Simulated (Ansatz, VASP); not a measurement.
## TaN: VASP beside Ansatz

INCAR

```
SYSTEM = TaN
  PREC = Accurate
  ENCUT = 520
  EDIFF = 1E-6
  ISMEAR = -1
  SIGMA = 0.05
  LREAL = .FALSE.
  LASPH = .TRUE.
  NELM = 80
  ALGO = Normal
  ISIF = 2
  LWAVE = .FALSE.
  LCHARG = .FALSE.
  GGA = PS
  NBANDS = 15
```

KPOINTS

```
Automatic mesh
0
G
  10 10 9
  0 0 0
```

File POSCAR:

```
TaN
1.0
    2.9574575207      0.0000000000      0.0000000000
   -1.4787287603      2.5612333435      0.0000000000
    0.0000000000      0.0000000000      2.9020932717
Ta N
1 1
Direct
    0.0000000000      0.0000000000      0.5000000000
    0.6666666667      0.3333333333      0.0000000000
```

The input input.yaml:

```yaml
crystal:
  lattice:
    - [2.9574575207, 0.0, 0.0]
    - [-1.4787287603, 2.5612333435, 0.0]
    - [0.0, 0.0, 2.9020932717]
  atoms:
    - { symbol: Ta, position: [0.0, 0.0, 0.5] }
    - { symbol: "N", position: [0.6666666667, 0.3333333333, 0.0] }
hamiltonian:
  xc: pbesol
  pseudopotentials: { kind: paw }
kpoints:
  mp_grid: { grid: [10, 10, 9] }
scf:
  occupations: { method: fermi_dirac, width: 0.05 }
output:
  forces: true
  stress: true
  eigenvalues: true
  write_density: true
  write_potential: true
  elf: true
  volumetric_format: npy
```

Alike in both runs: task single point; functional PBEsol; k mesh 10 × 10 × 9; occupations fermi-dirac, width 0.05 eV; no spin polarisation.

|  | VASP | Ansatz |
| --- | --- | --- |
| version | VASP 6.6.1 | Ansatz 0.2.0 |
| potentials or method | VASP PAW PBE potentials, release 64 (Ta_pv, N) | Ansatz PAW |
| plane-wave cutoff (eV) | 520 | 420 |
| valence electrons in the cell | 16 | 18 |

Ansatz gave:

```
gap on the k mesh at the Fermi level (eV)                     : none
pressure (GPa)                                                : -11.4
traceless stress, the component that is largest in VASP (GPa) : -0.73
```

**Question.** Estimate VASP's values.

**Answer.** gap on the k mesh at the Fermi level (eV): none; pressure (GPa): -10.7; traceless stress, the component that is largest in VASP (GPa): -0.61.

VASP's potentials were made for PBE, not for PBEsol. A gap of «none» marks a metal or a gap that the smearing closes. VASP's potentials hold 16 valence electrons a cell and Ansatz's 18, so a difference there can come from the potentials and not from the codes.

Neither program's run includes spin-orbit coupling.
